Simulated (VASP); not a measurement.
# SnSe (wurtzite type) (P6_3/mmc) in VASP: notebook

Runs on SnSe (wurtzite type). Level: PBE. Tasks: single point.

Program: VASP 6.6.1. These are calculated values, not measurements. Logs are shortened: lines on timing, memory, paths and dates and some standing lists are left out, and cuts for length are marked.

### Step 1. The cell of the first run

The structure is hexagonal, space group P6_3/mmc (No. 194). The conventional cell has a = 4.616 Å, b = 4.616 Å, c = 5.547 Å, α = 90.00°, β = 90.00°, γ = 120.00°. Within 3.5 Å of Sn (site symmetry -6m2) lie 5 Se at 2.67 to 2.77 Å. Within 3.5 Å of Se (site symmetry -6m2) lie 5 Sn at 2.67 to 2.77 Å.

### Step 2. Single point, PBE

INCAR reads:

```
PREC = Accurate ; ENCUT = 520
EDIFF = 1E-6 ; ISMEAR = -1
SIGMA = 0.08 ; LREAL = False
LASPH = True ; NELM = 80
ALGO = Normal ; ISIF = 2
LWAVE = False ; LCHARG = False
GGA = PE ; NBANDS = 28
```

KPOINTS reads:

```
regular mesh
0
Gamma
  9 9 5
```

POSCAR reads:

```
SnSe
1.0
    4.6164867941      0.0000000000      0.0000000000
   -2.3082433970      3.9979948399      0.0000000000
    0.0000000000      0.0000000000      5.5474719906
Sn Se
2 2
Direct
    0.3333333333      0.6666666667     -0.0619946062
    0.6666666667      0.3333333333      0.4380053938
    0.3333333333      0.6666666667      0.4379946062
    0.6666666667      0.3333333333      0.9379946062
```

Potentials or basis: VASP PAW PBE potentials, release 64 (Sn_d, Se).

Started as:

```bash
$ cat potpaw_PBE.64/Sn_d/POTCAR potpaw_PBE.64/Se/POTCAR > POTCAR
$ mpirun -np 1 vasp_std > vasp.out
```

OUTCAR:

```text
PREC = Accurate
   ENCUT = 520
   EDIFF = 1E-6
   ISMEAR = -1
   LREAL = False
   LASPH = True
   NELM = 80
   ISIF = 2
   GGA = PE

 ion  position               nearest neighbor table
   1  0.333  0.667  0.938-   4 2.67   4 2.67   4 2.67   3 2.77   3 2.77
   2  0.667  0.333  0.438-   3 2.67   3 2.67   3 2.67   4 2.77   4 2.77
   3  0.333  0.667  0.438-   2 2.67   2 2.67   2 2.67   1 2.77   1 2.77
   4  0.667  0.333  0.938-   1 2.67   1 2.67   1 2.67   2 2.77   2 2.77

  LATTYP: Found a hexagonal cell.
 ALAT       =     4.6164867941
 C/A-ratio  =     1.2016653005

  Lattice vectors:

 A1 = (   4.6164867941,   0.0000000000,   0.0000000000)
 A2 = (  -2.3082433970,   3.9979948399,   0.0000000000)
 A3 = (   0.0000000000,   0.0000000000,   5.5474719906)

Analysis of symmetry for initial positions (statically):
=====================================================================
 Subroutine PRICEL returns:
 Original cell was already a primitive cell.

 Routine SETGRP: Setting up the symmetry group for a
 hexagonal supercell.

 Subroutine GETGRP returns: Found 12 space group operations
 (whereof  6 operations were pure point group operations)
 out of a pool of 24 trial point group operations.

The static configuration has the point symmetry C_3v.
 The point group associated with its full space group is C_6v.

Analysis of symmetry for dynamics (positions and initial velocities):
=====================================================================
 Subroutine PRICEL returns:
 Original cell was already a primitive cell.

 Routine SETGRP: Setting up the symmetry group for a
 hexagonal supercell.

 Subroutine GETGRP returns: Found 12 space group operations
 (whereof  6 operations were pure point group operations)
 out of a pool of 24 trial point group operations.

The dynamic configuration has the point symmetry C_3v.
 The point group associated with its full space group is C_6v.

 Subroutine INISYM returns: Found 12 space group operations
 (whereof  6 operations are pure point group operations),
 and found     1 'primitive' translations

----------------------------------------------------------------------------------------

                                     Primitive cell

  volume of cell :     102.3880

  direct lattice vectors                    reciprocal lattice vectors
     4.616486794  0.000000000  0.000000000     0.216614938  0.125062693  0.000000000
    -2.308243397  3.997994840  0.000000000     0.000000000  0.250125385  0.000000000
     0.000000000  0.000000000  5.547471991     0.000000000  0.000000000  0.180262289

  length of vectors
     4.616486794  4.616486794  5.547471991     0.250125385  0.250125385  0.180262289

  position of ions in fractional coordinates (direct lattice)
     0.333333333  0.666666667  0.938005394
     0.666666667  0.333333333  0.438005394
     0.333333333  0.666666667  0.437994606
     0.666666667  0.333333333  0.937994606

  ion indices of the primitive-cell ions
   primitive index   ion index
                 1           1
                 2           2
                 3           3
                 4           4

----------------------------------------------------------------------------------------

 KPOINTS: regular mesh

Automatic generation of k-mesh.
 Grid dimensions read from file:
 generate k-points for:    9    9    5

 Generating k-lattice:

  Cartesian coordinates                     Fractional coordinates (reciprocal lattice)
     0.024068326  0.013895855  0.000000000     0.111111111 -0.000000000  0.000000000
     0.000000000  0.027791709  0.000000000     0.000000000  0.111111111  0.000000000
     0.000000000  0.000000000  0.036052458     0.000000000  0.000000000  0.200000000

  Length of vectors
     0.027791709  0.027791709  0.036052458

  Shift w.r.t. Gamma in fractional coordinates (k-lattice)
     0.000000000  0.000000000  0.000000000

 Subroutine IBZKPT returns following result:
 ===========================================

 Found     36 irreducible k-points:

 Following reciprocal coordinates:
            Coordinates               Weight
  0.000000  0.000000  0.000000      1.000000
  0.111111  0.000000  0.000000      6.000000
  0.222222  0.000000  0.000000      6.000000
  0.333333  0.000000  0.000000      6.000000
  0.444444  0.000000  0.000000      6.000000
  0.111111  0.111111  0.000000      6.000000
[... 16 lines left out ...]
  0.333333  0.222222  0.200000     24.000000
  0.333333  0.333333  0.200000      4.000000
 [... further k-points ...]
   k-points           NKPTS =     36   k-points in BZ     NKDIM =     36   number of bands    NBANDS=     28
   number of dos      NEDOS =    301   number of ions     NIONS =      4
   total plane-waves  NPLWV =  54432
   dimension x,y,z NGX =    36 NGY =   36 NGZ =   42
   dimension x,y,z NGXF=    72 NGYF=   72 NGZF=   84
   ions per type =               2   2
   NGX,Y,Z   is equivalent  to a cutoff of  12.96, 12.96, 12.59 a.u.
   NGXF,Y,Z  is equivalent  to a cutoff of  25.93, 25.93, 25.17 a.u.
 SYSTEM =  unknown system
   PREC   = accura    normal or accurate (medium, high low for compatibility)
   ISTART =      0    job   : 0-new  1-cont  2-samecut
   ICHARG =      2    charge: 1-file 2-atom 10-const
   ISPIN  =      1    spin polarized calculation?
   LNONCOLLINEAR =      F non collinear calculations
   LSORBIT =      F    spin-orbit coupling
   LASPH  =      T    aspherical Exc in radial PAW
   ENCUT  =  520.0 eV  38.22 Ry    6.18 a.u.   8.58  8.58 10.31*2*pi/ulx,y,z
   NELM   =     80;   NELMIN=  2; NELMDL= -5     # of ELM steps
   EDIFF  = 0.1E-05   stopping-criterion for ELM
   LREAL  =      F    real-space projection
   EDIFFG = 0.1E-04   stopping-criterion for IOM
   NSW    =      0    number of steps for IOM
   IBRION =     -1    ionic relax: 0-MD 1-quasi-New 2-CG
   NFREE  =      0    steps in history (QN), initial steepest desc. (CG)
   ISIF   =      2    stress and relaxation
   ISYM   =      2    0-nonsym 1-usesym 2-fastsym
   POTIM  = 0.5000    time-step for ionic-motion
   TEBEG  =    0.0;   TEEND  =   0.0 temperature during run
   PSTRESS=    0.0 pullay stress
   NELECT =      40.0000    total number of electrons
   NUPDOWN=      -1.0000    fix difference up-down
   EMIN   =  10.00;   EMAX   =-10.00  energy-range for DOS
   EFERMI =   0.00;   METHOD = LEGACY
   ISMEAR =    -1;   SIGMA  =   0.08  broadening in eV -4-tet -1-fermi 0-gaus
   EFERMI_NEDOS =   21; number of points for ismear=-14 and -15
   IALGO  =     38    algorithm
   IMIX   =      4    mixing-type and parameters
     AMIX     =   0.40;   BMIX     =  1.00
     AMIX_MAG =   1.60;   BMIX_MAG =  1.00
  volume/ion in A,a.u.               =      25.60       172.74
  Fermi-wavevector in a.u.,A,eV,Ry     =   1.196773  2.261573 19.487162  1.432266
  Thomas-Fermi vector in A             =   2.332705
   LORBIT       =      0    0 simple, 1 ext, 2 COOP (PROOUT), +10 PAW based schemes
   GGA     = PE    functional components
   LHFCALC =     F    Hartree Fock is set to
   AEXX    =    0.0000 exact exchange contribution
   IVDW    =     0    specifies the selected vdW correction
   LEPSILON=     F    determine dielectric tensor
   LRPA    =     F    only Hartree local field effects (RPA)
 non-spin polarized calculation
  energy-cutoff  :      520.00
  volume of cell :      102.39
 maximum number of plane-waves:      2779
 NGX is ok and might be reduce to    36
   NGX = 17   NGY = 17   NGZ = 21

 number of electron      39.9999989 magnetization

 Free energy of the ion-electron system (eV)
  ---------------------------------------------------
  ext. energy  EPLUGINS =         0.00000000
  ---------------------------------------------------
  free energy    TOTEN  =       -14.30548417 eV

  energy without entropy =      -14.28786807  energy(sigma->0) =      -14.29667612

 E-fermi :   7.0943     XC(G=0):  -9.6274

 val. band max:        6.8966144395   @ k =   0.2222   0.2222   0.4000
 cond. band min:       7.1287454574   @ k =   0.3333   0.3333   0.4000
 fundamental gap:      0.2321310179
 Fermi energy:         7.0943119906

 k-point     1 :       0.0000    0.0000    0.0000
  band No.  band energies     occupation
      1     -15.1847      2.00000
      2     -15.1218      2.00000
      3     -15.1218      2.00000
      4     -15.1208      2.00000
      5     -15.1208      2.00000
      6     -15.0889      2.00000
[... 20 lines left out ...]
     27      11.9321      0.00000
     28      12.2543      0.00000

 k-point     2 :       0.1111    0.0000    0.0000
  band No.  band energies     occupation
      1     -15.1848      2.00000
      2     -15.1243      2.00000
      3     -15.1218      2.00000
      4     -15.1185      2.00000
      5     -15.1178      2.00000
      6     -15.0897      2.00000
[... 20 lines left out ...]
     27      11.7191      0.00000
     28      12.6460      0.00000

 k-point     3 :       0.2222    0.0000    0.0000
  band No.  band energies     occupation
      1     -15.1848      2.00000
      2     -15.1315      2.00000
      3     -15.1197      2.00000
      4     -15.1123      2.00000
      5     -15.1116      2.00000
      6     -15.0918      2.00000
[... 20 lines left out ...]
     27      12.4145      0.00000
     28      13.1729      0.00000

 k-point     4 :       0.3333    0.0000    0.0000
  band No.  band energies     occupation
      1     -15.1840      2.00000
      2     -15.1398      2.00000
      3     -15.1167      2.00000
      4     -15.1067      2.00000
      5     -15.1029      2.00000
      6     -15.0940      2.00000
[... 20 lines left out ...]
     27      12.4663      0.00000
     28      13.8948      0.00000

 k-point     5 :       0.4444    0.0000    0.0000
  band No.  band energies     occupation
      1     -15.1830      2.00000
      2     -15.1457      2.00000
      3     -15.1146      2.00000
      4     -15.1031      2.00000
      5     -15.0956      2.00000
      6     -15.0954      2.00000
[... 20 lines left out ...]
     27      12.8100      0.00000
     28      13.3938      0.00000

 k-point     6 :       0.1111    0.1111    0.0000
  band No.  band energies     occupation
      1     -15.1847      2.00000
      2     -15.1300      2.00000
      3     -15.1187      2.00000
      4     -15.1161      2.00000
      5     -15.1127      2.00000
      6     -15.0914      2.00000
[... 463 lines left out ...]
      5     -15.0972      2.00000
      6     -15.0971      2.00000
[... 20 lines left out ...]
     27      12.0864      0.00000
     28      13.0571      0.00000

 k-point    22 :       0.2222    0.2222    0.2000
  band No.  band energies     occupation
      1     -15.1702      2.00000
      2     -15.1420      2.00000
      3     -15.1163      2.00000
      4     -15.1086      2.00000
      5     -15.1012      2.00000
      6     -15.0965      2.00000
[... 20 lines left out ...]
     27      12.1176      0.00000
     28      13.3865      0.00000

 k-point    23 :       0.3333    0.2222    0.2000
  band No.  band energies     occupation
      1     -15.1658      2.00000
      2     -15.1484      2.00000
      3     -15.1158      2.00000
      4     -15.1056      2.00000
      5     -15.0969      2.00000
      6     -15.0959      2.00000
[... 20 lines left out ...]
     27      12.4077      0.00000
     28      13.8253      0.00000

 k-point    24 :       0.3333    0.3333    0.2000
  band No.  band energies     occupation
      1     -15.1573      2.00000
      2     -15.1573      2.00000
      3     -15.1161      2.00000
      4     -15.1045      2.00000
      5     -15.0954      2.00000
      6     -15.0954      2.00000
[... 20 lines left out ...]
     27      12.5593      0.00000
     28      13.8495      0.00000

 [... further k-points ...]

------------------------ aborting loop because EDIFF is reached ----------------------------------------

  FORCE on cell =-STRESS in cart. coord.  units (eV):
  Direction    XX          YY          ZZ          XY          YZ          ZX
  --------------------------------------------------------------------------------------
  -------------------------------------------------------------------------------------
  Total       12.8190029     12.8190029     12.8166971      0.0000000      0.0000000      0.0000000
  in kB      200.5930505    200.5930505    200.5569689      0.0000000      0.0000000      0.0000000
  external PRESSURE =     200.5810233 kB  Pullay stress =       0.0000000 kB

 VOLUME and BASIS-vectors are now :
 -----------------------------------------------------------------------------
  energy-cutoff  :      520.00
  volume of cell :      102.39
      direct lattice vectors                 reciprocal lattice vectors
     4.616486794  0.000000000  0.000000000     0.216614938  0.125062693  0.000000000
    -2.308243397  3.997994840  0.000000000     0.000000000  0.250125385  0.000000000
     0.000000000  0.000000000  5.547471991     0.000000000  0.000000000  0.180262289

 POSITION                                       TOTAL-FORCE (eV/Angst)
 -----------------------------------------------------------------------------------
     -0.00000      2.66533      5.20356         0.000000      0.000000     -0.000189
      2.30824      1.33266      2.42982        -0.000000     -0.000000     -0.000189
     -0.00000      2.66533      2.42976        -0.000000     -0.000000      0.000189
      2.30824      1.33266      5.20350         0.000000      0.000000      0.000189
 -----------------------------------------------------------------------------------
    total drift:                               -0.000000     -0.000000     -0.000455

  FREE ENERGIE OF THE ION-ELECTRON SYSTEM (eV)
  ---------------------------------------------------
  free  energy   TOTEN  =       -14.3054841750 eV

  energy  without entropy=      -14.2878680708  energy(sigma->0) =      -14.29667612
```

It took 58 s on 1 thread of AMD EPYC 9R45 (Zen 5), shared host; peak memory 0.23 GiB.

What came out:

| Quantity | Value |
| --- | --- |
| Free energy | -14.3055 eV |
| Pressure | 20.1 GPa |

Levels at points of the mesh, in eV from the Fermi level:
```csv
k point,band 16,band 17,band 18,band 19,band 20,band 21,band 22,band 23,band 24,band 25
"(0.00, 0.00, 0.00)",-5.31,-4.49,-3.50,-3.50,-3.39,0.32,0.32,2.57,2.57,3.98
```

Caveat: spin-orbit coupling is left out, which moves the levels of the heavy elements.

[end of part 1 of 2]
